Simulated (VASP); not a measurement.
Here is a VASP 6.6.1 calculation.

File INCAR:

```
PREC = Accurate ; ENCUT = 500
EDIFF = 1E-6 ; ISMEAR = -1
SIGMA = 0.1 ; LREAL = False
LASPH = True ; NELM = 120
ALGO = Normal ; ISIF = 2
LWAVE = False ; LCHARG = True
GGA = CA ; LELF = True
LVHAR = True ; NBANDS = 12
GGA_COMPAT = False
```

KPOINTS

```
Automatic mesh
0
Gamma
  6 6 6
```

Contents of POSCAR:

```
Tl
1.0
    4.0979554400      0.0000000000      0.0000000000
    0.0000000000      4.0979554400      0.0000000000
    0.0000000000      0.0000000000      4.0979554400
Tl
1
Direct
    0.0000000000      0.0000000000      0.0000000000
```

Potentials or basis: VASP PAW LDA potentials, release 64 (Tl_d).

Run with:

```console
$ cat potpaw_LDA.64/Tl_d/POTCAR > POTCAR
$ mpirun -np 1 vasp_std > vasp.out
```

(1) What does it give for the pressure?

## Answers

(1) -3.4 GPa.
